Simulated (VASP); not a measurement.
# MgS (R3m) in VASP: a series of runs, part 2 of 2

VASP 6.6.1. Earlier steps stand in the parts before.

### 3 Relaxation of cell and atoms, PBE

INCAR

```
SYSTEM = MgS
ALGO = Normal
EDIFF = 1E-6
EDIFFG = -0.01
ENCUT = 600
GGA = PE
IBRION = 2
ISIF = 3
ISMEAR = 0
ISYM = 0
LASPH = .TRUE.
LCHARG = .FALSE.
LREAL = .FALSE.
LWAVE = .FALSE.
NELM = 80
NSW = 65
PREC = Accurate
SIGMA = 0.02
```

KPOINTS

```
Automatic mesh
0
Gamma
  9 9 3
  0.5 0.5 0.5
```

POSCAR

```
MgS
1.0
    4.0544445452      0.0000000000      0.0000000000
   -2.0272222726      3.5112519744      0.0000000000
    0.0000000000      0.0000000000      9.7371454216
Mg S
3 3
Direct
    0.0000000000      0.0000000000      0.0000000000
    0.3333333333      0.6666666667      0.3333333333
    0.6666666667      0.3333333333      0.6666666667
    0.0000000000      0.0000000000      0.2500000000
    0.3333333333      0.6666666667      0.5833333333
    0.6666666667      0.3333333333      0.9166666667
```

Potentials or basis: VASP PAW PBE potentials, release 64 (Mg, S).

Run with:

```sh
> cat potpaw_PBE.64/Mg/POTCAR potpaw_PBE.64/S/POTCAR > POTCAR
> mpirun -np 1 vasp_std > vasp.out
```

OUTCAR:

```text
SYSTEM = MgS
   EDIFF = 1E-6
   EDIFFG = -0.01
   ENCUT = 600
   GGA = PE
   IBRION = 2
   ISIF = 3
   ISMEAR = 0
   ISYM = 0
   LASPH = .TRUE.
   LREAL = .FALSE.
   NELM = 80
   NSW = 65
   PREC = Accurate

 ion  position               nearest neighbor table
   1  0.000  0.000  0.000-   4 2.43   6 2.48   6 2.48   6 2.48
   2  0.333  0.667  0.333-   5 2.43   4 2.48   4 2.48   4 2.48
   3  0.667  0.333  0.667-   6 2.43   5 2.48   5 2.48   5 2.48
   4  0.000  0.000  0.250-   1 2.43   2 2.48   2 2.48   2 2.48
   5  0.333  0.667  0.583-   2 2.43   3 2.48   3 2.48   3 2.48
   6  0.667  0.333  0.917-   3 2.43   1 2.48   1 2.48   1 2.48

IMPORTANT INFORMATION: All symmetrisations will be switched off!
NOSYMM: (Re-)initialisation of all symmetry stuff for point group C_1.

----------------------------------------------------------------------------------------

[... 441 lines left out ...]
 val. band max:        0.9550452505   @ k =   0.0000   0.0556   0.1667
 cond. band min:       4.6235769287   @ k =   0.0556  -0.0556   0.1667
 fundamental gap:      3.6685316783
 Fermi energy:         1.0701897261

 k-point     1 :       0.0556    0.0556    0.1667
  band No.  band energies     occupation
      1     -10.1902      2.00000
      2      -9.8572      2.00000
      3      -9.6564      2.00000
      4      -1.7808      2.00000
      5      -1.0930      2.00000
      6       0.4083      2.00000
[... 433 lines left out ...]
      3      -9.4905      2.00000
      4      -1.4662      2.00000
      5      -1.3859      2.00000
      6      -1.1899      2.00000
[... 8 lines left out ...]
     15       6.7889      0.00000
     16       7.1331      0.00000

 [... further k-points ...]

------------------------ aborting loop because EDIFF is reached ----------------------------------------

  FORCE on cell =-STRESS in cart. coord.  units (eV):
  Direction    XX          YY          ZZ          XY          YZ          ZX
  --------------------------------------------------------------------------------------
  -------------------------------------------------------------------------------------
  Total       -0.0035722     -0.0035698     -0.0129279      0.0000003      0.0000010      0.0000003
  in kB       -0.0413566     -0.0413296     -0.1496723      0.0000033      0.0000115      0.0000029
  external PRESSURE =      -0.0774529 kB  Pullay stress =       0.0000000 kB
[... 21 lines left out ...]
  FREE ENERGIE OF THE ION-ELECTRON SYSTEM (eV)
  ---------------------------------------------------
  free  energy   TOTEN  =       -25.4199609076 eV

  energy  without entropy=      -25.4199609076  energy(sigma->0) =      -25.41996091

 reached required accuracy - stopping structural energy minimisation
```

OSZICAR:

```text
N       E                     dE             d eps       ncg     rms          rms(c)
DAV:   1     0.122419790129E+03    0.12242E+03   -0.10328E+04 11712   0.136E+03
DAV:   2    -0.154725600466E+02   -0.13789E+03   -0.13448E+03 15872   0.198E+02
[... 54 lines left out ...]
   7 F= -.25419932E+02 E0= -.25419932E+02  d E =-.692624E-04
       N       E                     dE             d eps       ncg     rms          rms(c)
DAV:   1    -0.254200662645E+02   -0.13445E-03   -0.29914E-03 12136   0.320E-01    0.719E-02
DAV:   2    -0.254199726136E+02    0.93651E-04   -0.25919E-04 15120   0.874E-02    0.261E-02
DAV:   3    -0.254199605182E+02    0.12095E-04   -0.52334E-05 14400   0.356E-02    0.157E-02
DAV:   4    -0.254199609076E+02   -0.38938E-06   -0.12323E-06 10128   0.695E-03
   8 F= -.25419961E+02 E0= -.25419961E+02  d E =-.980898E-04
```

CONTCAR:

```text
MgS
   1.00000000000000
     4.0259018367324400    0.0000002006992537    0.0000001439013393
    -2.0129507447628843    3.4865332807822051   -0.0000001778372187
     0.0000003461553978   -0.0000003078227375    9.8591786861189767
  Mg              S
     3     3
Direct
     0.0000000245382606    0.9999999748611681    0.9999817083015416
     0.3333333387302263    0.6666666613364645    0.3333148033285839
     0.6666666626280311    0.3333333214358715    0.6666486665272066
     0.9999999999758569    0.0000000147811869    0.2500172229576827
     0.3333333309910859    0.6666666703120769    0.5833513553725200
     0.6666666431365391    0.3333333572732322    0.9166862435124654

  0.00000000E+00  0.00000000E+00  0.00000000E+00
  0.00000000E+00  0.00000000E+00  0.00000000E+00
  0.00000000E+00  0.00000000E+00  0.00000000E+00
  0.00000000E+00  0.00000000E+00  0.00000000E+00
  0.00000000E+00  0.00000000E+00  0.00000000E+00
  0.00000000E+00  0.00000000E+00  0.00000000E+00
```

It took 74 min on 1 thread of Oxide Virtual Turin-like, shared host; peak memory 0.96 GiB.

What came out:

```
Free energy                           : -25.4200 eV
Relaxed volume                        : 23.06 Å³/atom
Relaxed cell                          : a = 4.026 Å, b = 4.026 Å, c = 9.859 Å, α = 90.00°, β = 90.00°, γ = 120.00°
Space group after relaxing (to 0.1 Å) : F-43m (No. 216)
Energy gained by relaxing             : 1.9 meV/atom
Ionic steps                           : 8
Pressure after relaxing               : 0.0 GPa
Band gap on the k mesh                : 3.67 eV
```

Step by step:
```csv
step,energy change (eV),largest force (eV/Å),pressure (GPa),volume (Å³)
1,0.0000,0.1360,-0.06,138.62
2,-0.0107,0.0337,-0.02,138.43
3,-0.0107,0.0312,-0.02,138.44
4,-0.0107,0.0282,-0.03,138.44
5,-0.0110,0.0219,0.01,138.36
6,-0.0114,0.0029,0.10,138.13
7,-0.0115,0.0010,-0.06,138.53
8,-0.0115,0.0005,-0.01,138.39
```

Final structure:
```yaml
crystal:
  lattice:
    - [4.02590, 0.00000, 0.00000]
    - [-2.01295, 3.48653, 0.00000]
    - [0.00000, 0.00000, 9.85918]
  atoms:
    - { symbol: Mg, position: [0.00000, 0.00000, 0.99998] }
    - { symbol: Mg, position: [0.33333, 0.66667, 0.33331] }
    - { symbol: Mg, position: [0.66667, 0.33333, 0.66665] }
    - { symbol: S, position: [0.00000, 0.00000, 0.25002] }
    - { symbol: S, position: [0.33333, 0.66667, 0.58335] }
    - { symbol: S, position: [0.66667, 0.33333, 0.91669] }
```

Levels at points of the mesh, in eV from the valence-band top:
| k point | band 9 | band 10 | band 11 | band 12 | band 13 | band 14 | band 15 | band 16 |
| --- | --- | --- | --- | --- | --- | --- | --- | --- |
| (0.50, 0.50, 0.50) | -0.85 | -0.85 | -0.32 | -0.31 | 4.60 | 4.60 | 5.06 | 6.37 |
| (0.50, 0.00, 0.50) | -0.85 | -0.85 | -0.32 | -0.31 | 4.60 | 4.60 | 5.06 | 6.37 |
| (0.00, 0.50, 0.50) | -0.85 | -0.85 | -0.32 | -0.31 | 4.60 | 4.60 | 5.06 | 6.37 |

Caveat: a shifted mesh leaves out Γ, where band edges can lie. A k mesh can miss the band edges.
